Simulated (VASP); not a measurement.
# B3W (I4/mmm) in VASP: relaxation of cell and atoms with PBE

Aim: the relaxation of cell and atoms of B3W with PBE.

Program: VASP 6.6.1. These are calculated values, not measurements. Logs are shortened: lines on timing, memory, paths and dates and some standing lists are left out, and cuts for length are marked.

## 1. The cell of the first run

Symmetry: I4/mmm, No. 139, tetragonal system. Conventional cell: a = 3.079 Å, b = 3.079 Å, c = 7.356 Å, α = 90.00°, β = 90.00°, γ = 90.00°. B (site symmetry 4/mmm) has 4 W at 2.18 Å and 8 B at 2.40 Å within 2.9 Å. B (site symmetry -4m2) has 8 B at 2.18 to 2.40 Å and 4 W at 2.40 Å within 2.9 Å. Within 2.9 Å of W (site symmetry 4/mmm) lie 12 B at 2.18 to 2.40 Å.

## 2. Relaxation of cell and atoms, PBE

INCAR

```
PREC = Accurate
ENCUT = 600
EDIFF = 1E-6
ISMEAR = 0
SIGMA = 0.1
LREAL = F
LASPH = T
NELM = 80
ALGO = Normal
ISIF = 3
LWAVE = F
LCHARG = F
GGA = PE
IBRION = 2
NSW = 100
EDIFFG = -0.01
```

KPOINTS

```
regular mesh
0
Gamma
  20 20 20
```

POSCAR

```
B3W
1.0
   -1.5393305582      1.5393305582      3.6782345284
    1.5393305582     -1.5393305582      3.6782345284
    1.5393305582      1.5393305582     -3.6782345284
B W
3 1
Direct
    0.5000000000      0.5000000000      0.0000000000
    0.2500000000      0.7500000000      0.5000000000
    0.7500000000      0.2500000000      0.5000000000
    0.0000000000      0.0000000000      0.0000000000
```

Potentials or basis: VASP PAW PBE potentials, release 64 (B, W_sv).

Launch:

```sh
cat potpaw_PBE.64/B/POTCAR potpaw_PBE.64/W_sv/POTCAR > POTCAR
mpirun -np 1 vasp_std > vasp.out
```

OUTCAR:

```text
PREC = Accurate
   ENCUT = 600
   EDIFF = 1E-6
   ISMEAR = 0
   LREAL = F
   LASPH = T
   NELM = 80
   ISIF = 3
   GGA = PE
   IBRION = 2
   NSW = 100
   EDIFFG = -0.01

 ion  position               nearest neighbor table
   1  0.500  0.500  0.000-   4 2.18   4 2.18   4 2.18   4 2.18
   2  0.250  0.750  0.500-   4 2.40   4 2.40   4 2.40   4 2.40
   3  0.750  0.250  0.500-   4 2.40   4 2.40   4 2.40   4 2.40
   4  0.000  0.000  0.000-   1 2.18   1 2.18   1 2.18   1 2.18   3 2.40   2 2.40   3 2.40   2 2.40
                             3 2.40   3 2.40   2 2.40   2 2.40

  LATTYP: Found a body centered tetragonal cell.
 ALAT       =     3.0786611164
 C/A-ratio  =     2.3895027022

  Lattice vectors:

 A1 = (  -1.5393305582,   1.5393305582,   3.6782345284)
 A2 = (   1.5393305582,  -1.5393305582,   3.6782345284)
 A3 = (   1.5393305582,   1.5393305582,  -3.6782345284)

Analysis of symmetry for initial positions (statically):
=====================================================================
 Subroutine PRICEL returns:
 Original cell was already a primitive cell.

 Routine SETGRP: Setting up the symmetry group for a
 body centered tetragonal supercell.

 Subroutine GETGRP returns: Found 16 space group operations
 (whereof 16 operations were pure point group operations)
 out of a pool of 16 trial point group operations.

The static configuration has the point symmetry D_4h.

Analysis of symmetry for dynamics (positions and initial velocities):
=====================================================================
 Subroutine PRICEL returns:
 Original cell was already a primitive cell.

 Routine SETGRP: Setting up the symmetry group for a
 body centered tetragonal supercell.

 Subroutine GETGRP returns: Found 16 space group operations
 (whereof 16 operations were pure point group operations)
 out of a pool of 16 trial point group operations.

The dynamic configuration has the point symmetry D_4h.

 Subroutine INISYM returns: Found 16 space group operations
 (whereof 16 operations are pure point group operations),
 and found     1 'primitive' translations

----------------------------------------------------------------------------------------

                                     Primitive cell

  volume of cell :      34.8629

  direct lattice vectors                    reciprocal lattice vectors
    -1.539330558  1.539330558  3.678234528     0.000000000  0.324816523  0.135934780
     1.539330558 -1.539330558  3.678234528     0.324816523  0.000000000  0.135934780
     1.539330558  1.539330558 -3.678234528     0.324816523  0.324816523  0.000000000

  length of vectors
     4.274164992  4.274164992  4.274164992     0.352113672  0.352113672  0.459359932

  position of ions in fractional coordinates (direct lattice)
     0.500000000  0.500000000  0.000000000
     0.250000000  0.750000000  0.500000000
     0.750000000  0.250000000  0.500000000
     0.000000000  0.000000000  0.000000000

  ion indices of the primitive-cell ions
   primitive index   ion index
                 1           1
                 2           2
                 3           3
                 4           4

----------------------------------------------------------------------------------------

 KPOINTS: regular mesh

Automatic generation of k-mesh.
 Grid dimensions read from file:
 generate k-points for:   20   20   20

 Generating k-lattice:

  Cartesian coordinates                     Fractional coordinates (reciprocal lattice)
     0.000000000  0.016240826  0.006796739     0.050000000  0.000000000 -0.000000000
     0.016240826  0.000000000  0.006796739     0.000000000  0.050000000 -0.000000000
     0.016240826  0.016240826  0.000000000     0.000000000  0.000000000  0.050000000

  Length of vectors
     0.017605684  0.017605684  0.022967997

  Shift w.r.t. Gamma in fractional coordinates (k-lattice)
     0.000000000  0.000000000  0.000000000

 Subroutine IBZKPT returns following result:
 ===========================================

 Found    641 irreducible k-points:

 Following reciprocal coordinates:
            Coordinates               Weight
  0.000000  0.000000  0.000000      1.000000
  0.050000  0.000000 -0.000000      8.000000
  0.100000  0.000000 -0.000000      8.000000
  0.150000  0.000000 -0.000000      8.000000
  0.200000  0.000000 -0.000000      8.000000
  0.250000 -0.000000  0.000000      8.000000
[... 16 lines left out ...]
 -0.400000  0.050000  0.000000     16.000000
 -0.350000  0.050000  0.000000     16.000000
 [... further k-points ...]
   k-points           NKPTS =    641   k-points in BZ     NKDIM =    641   number of bands    NBANDS=     15
   number of dos      NEDOS =    301   number of ions     NIONS =      4
   total plane-waves  NPLWV =  46656
   dimension x,y,z NGX =    36 NGY =   36 NGZ =   36
   dimension x,y,z NGXF=    72 NGYF=   72 NGZF=   72
   ions per type =               3   1
   NGX,Y,Z   is equivalent  to a cutoff of  14.00, 14.00, 14.00 a.u.
   NGXF,Y,Z  is equivalent  to a cutoff of  28.00, 28.00, 28.00 a.u.
 SYSTEM =  unknown system
   PREC   = accura    normal or accurate (medium, high low for compatibility)
   ISTART =      0    job   : 0-new  1-cont  2-samecut
   ICHARG =      2    charge: 1-file 2-atom 10-const
   ISPIN  =      1    spin polarized calculation?
   LNONCOLLINEAR =      F non collinear calculations
   LSORBIT =      F    spin-orbit coupling
   LASPH  =      T    aspherical Exc in radial PAW
   ENCUT  =  600.0 eV  44.10 Ry    6.64 a.u.   8.54  8.54  8.54*2*pi/ulx,y,z
   NELM   =     80;   NELMIN=  2; NELMDL= -5     # of ELM steps
   EDIFF  = 0.1E-05   stopping-criterion for ELM
   LREAL  =      F    real-space projection
   EDIFFG = -.1E-01   stopping-criterion for IOM
   NSW    =    100    number of steps for IOM
   IBRION =      2    ionic relax: 0-MD 1-quasi-New 2-CG
   NFREE  =      1    steps in history (QN), initial steepest desc. (CG)
   ISIF   =      3    stress and relaxation
   ISYM   =      2    0-nonsym 1-usesym 2-fastsym
   POTIM  = 0.5000    time-step for ionic-motion
   TEBEG  =    0.0;   TEEND  =   0.0 temperature during run
   PSTRESS=    0.0 pullay stress
   NELECT =      23.0000    total number of electrons
   NUPDOWN=      -1.0000    fix difference up-down
   EMIN   =  10.00;   EMAX   =-10.00  energy-range for DOS
   EFERMI =   0.00;   METHOD = LEGACY
   ISMEAR =     0;   SIGMA  =   0.10  broadening in eV -4-tet -1-fermi 0-gaus
   EFERMI_NEDOS =   21; number of points for ismear=-14 and -15
   IALGO  =     38    algorithm
   IMIX   =      4    mixing-type and parameters
     AMIX     =   0.40;   BMIX     =  1.00
     AMIX_MAG =   1.60;   BMIX_MAG =  1.00
  volume/ion in A,a.u.               =       8.72        58.82
  Fermi-wavevector in a.u.,A,eV,Ry     =   1.425158  2.693158 27.634461  2.031076
  Thomas-Fermi vector in A             =   2.545572
   LORBIT       =      0    0 simple, 1 ext, 2 COOP (PROOUT), +10 PAW based schemes
   GGA     = PE    functional components
   LHFCALC =     F    Hartree Fock is set to
   AEXX    =    0.0000 exact exchange contribution
   IVDW    =     0    specifies the selected vdW correction
   LEPSILON=     F    determine dielectric tensor
   LRPA    =     F    only Hartree local field effects (RPA)
 conjugate gradient relaxation of ions
 non-spin polarized calculation
 Gauss-broadening in eV      SIGMA  =   0.10
  energy-cutoff  :      600.00
  volume of cell :       34.86
 maximum number of plane-waves:      1186
 NGX is ok and might be reduce to    36
   NGX = 17   NGY = 17   NGZ = 17

--------------------------------------- Ionic step        1  -------------------------------------------

 number of electron      23.0000001 magnetization

 Free energy of the ion-electron system (eV)
  ---------------------------------------------------
  ext. energy  EPLUGINS =         0.00000000
  ---------------------------------------------------
  free energy    TOTEN  =       -30.95575690 eV

  energy without entropy =      -30.94787931  energy(sigma->0) =      -30.95181811

------------------------ aborting loop because EDIFF is reached ----------------------------------------

  FORCE on cell =-STRESS in cart. coord.  units (eV):
  Direction    XX          YY          ZZ          XY          YZ          ZX
  --------------------------------------------------------------------------------------
  -------------------------------------------------------------------------------------
  Total       -0.0013524     -0.0013524      0.1864510      0.0000000      0.0000000      0.0000000
  in kB       -0.0621528     -0.0621528      8.5686429      0.0000000      0.0000000      0.0000000
  external PRESSURE =       2.8147791 kB  Pullay stress =       0.0000000 kB

 VOLUME and BASIS-vectors are now :
 -----------------------------------------------------------------------------
  energy-cutoff  :      600.00
  volume of cell :       34.86
      direct lattice vectors                 reciprocal lattice vectors
    -1.539330558  1.539330558  3.678234528     0.000000000  0.324816523  0.135934780
     1.539330558 -1.539330558  3.678234528     0.324816523  0.000000000  0.135934780
     1.539330558  1.539330558 -3.678234528     0.324816523  0.324816523  0.000000000
[... 115 lines left out ...]
 POSITION                                       TOTAL-FORCE (eV/Angst)
 -----------------------------------------------------------------------------------
      0.00000      0.00000      3.68707         0.000000     -0.000000     -0.000000
      1.53817      0.00000      1.84354         0.000000     -0.000000     -0.000000
      0.00000      1.53817      1.84354        -0.000000      0.000000      0.000000
     -1.53817      1.53817      3.68707         0.000000     -0.000000     -0.000000
 -----------------------------------------------------------------------------------
    total drift:                               -0.000000     -0.000000      0.000000

  FREE ENERGIE OF THE ION-ELECTRON SYSTEM (eV)
  ---------------------------------------------------
  free  energy   TOTEN  =       -30.9559465564 eV

  energy  without entropy=      -30.9481771860  energy(sigma->0) =      -30.95206187

--------------------------------------- Ionic step        5  -------------------------------------------

 number of electron      23.0000001 magnetization

 Free energy of the ion-electron system (eV)
  ---------------------------------------------------
  ext. energy  EPLUGINS =         0.00000000
  ---------------------------------------------------
  free energy    TOTEN  =       -30.95596163 eV

  energy without entropy =      -30.94817199  energy(sigma->0) =      -30.95206681

 E-fermi :  10.7049     XC(G=0): -13.0963

 val. band max:       10.7046332303   @ k =  -0.3500   0.4000   0.2000
 cond. band min:      10.7072244830   @ k =  -0.4000   0.4000   0.1000
 fundamental gap:      0.0025912526
 Fermi energy:        10.7049106552

 k-point     1 :       0.0000    0.0000    0.0000
  band No.  band energies     occupation
      1     -63.9119      2.00000
      2     -28.2094      2.00000
      3     -28.2094      2.00000
      4     -28.1769      2.00000
      5      -4.5603      2.00000
      6       2.9650      2.00000
      7       4.6753      2.00000
      8       4.8954      2.00000
      9       5.9970      2.00000
     10       5.9970      2.00000
     11      10.7331      0.68988
     12      10.8533      0.03587
     13      10.8533      0.03587
     14      11.5244      0.00000
     15      15.0952      0.00000
[... 397 lines left out ...]
 k-point    24 :      -0.3500    0.0500    0.0000
  band No.  band energies     occupation
      1     -63.8999      2.00000
      2     -28.4976      2.00000
      3     -28.1845      2.00000
      4     -28.1524      2.00000
      5      -2.3720      2.00000
      6       1.3511      2.00000
      7       3.0342      2.00000
      8       4.8962      2.00000
      9       5.7189      2.00000
     10       6.4966      2.00000
     11       7.7415      2.00000
     12      11.3273      0.00000
     13      12.2519      0.00000
     14      13.2261      0.00000
     15      14.5673      0.00000

 [... further k-points ...]

------------------------ aborting loop because EDIFF is reached ----------------------------------------

  FORCE on cell =-STRESS in cart. coord.  units (eV):
  Direction    XX          YY          ZZ          XY          YZ          ZX
  --------------------------------------------------------------------------------------
  -------------------------------------------------------------------------------------
  Total        0.0029835      0.0029835      0.0007647      0.0000000     -0.0000000      0.0000000
  in kB        0.1369337      0.1369337      0.0350954      0.0000000     -0.0000000      0.0000000
  external PRESSURE =       0.1029876 kB  Pullay stress =       0.0000000 kB

 VOLUME and BASIS-vectors are now :
 -----------------------------------------------------------------------------
  energy-cutoff  :      600.00
  volume of cell :       34.91
      direct lattice vectors                 reciprocal lattice vectors
    -1.538653294  1.538653294  3.686306415     0.000000000  0.324959497  0.135637124
     1.538653294 -1.538653294  3.686306415     0.324959497  0.000000000  0.135637124
     1.538653294  1.538653294 -3.686306415     0.324959497  0.324959497  0.000000000

 POSITION                                       TOTAL-FORCE (eV/Angst)
 -----------------------------------------------------------------------------------
      0.00000      0.00000      3.68631         0.000000     -0.000000     -0.000000
      1.53865      0.00000      1.84315        -0.000000      0.000000     -0.000000
      0.00000      1.53865      1.84315        -0.000000     -0.000000      0.000000
      0.00000     -0.00000      0.00000         0.000000     -0.000000     -0.000000
 -----------------------------------------------------------------------------------
    total drift:                               -0.000000      0.000000      0.000000

  FREE ENERGIE OF THE ION-ELECTRON SYSTEM (eV)
  ---------------------------------------------------
  free  energy   TOTEN  =       -30.9559616324 eV

  energy  without entropy=      -30.9481719896  energy(sigma->0) =      -30.95206681

 reached required accuracy - stopping structural energy minimisation
```

It took 11 min on 1 thread of AMD EPYC 9R45 (Zen 5), shared host; peak memory 0.52 GiB.

Results:

| Property | Result |
| --- | --- |
| Free energy | -30.9560 eV |
| Relaxed volume | 8.73 Å³/atom |
| Relaxed cell | a = 4.281 Å, b = 4.281 Å, c = 4.281 Å, α = 137.87°, β = 137.87°, γ = 61.11° |
| Space group after relaxing (to 0.1 Å) | I4/mmm (No. 139) |
| Energy gained by relaxing | 0.1 meV/atom |
| Ionic steps | 5 |
| Pressure after relaxing | 0.0 GPa |
| Band gap on the k mesh | zero (an odd number of electrons rules out a gap without spin polarisation) |

The path:
```
step  energy change (eV)  largest force (eV/Å)  pressure (GPa)  volume (Å³)
   1              0.0000                0.0000            0.28        34.86
   2             -0.0002                0.0000           -0.28        34.94
   3             -0.0002                0.0000           -0.20        34.93
   4             -0.0002                0.0000            0.15        34.89
   5             -0.0002                0.0000            0.01        34.91
```

Final structure:
```xyz
4
Lattice="-1.5387 1.5387 3.6863 1.5387 -1.5387 3.6863 1.5387 1.5387 -3.6863" Properties=species:S:1:pos:R:3 pbc="T T T"
B     0.0000    0.0000    3.6863
B     1.5387    0.0000    1.8432
B     0.0000    1.5387    1.8432
W     0.0000    0.0000    0.0000
```

Caveat: spin-orbit coupling is left out, which moves the levels of the heavy elements; an odd number of electrons without spin polarisation forces a metal; a magnetic or distorted state may lie lower.
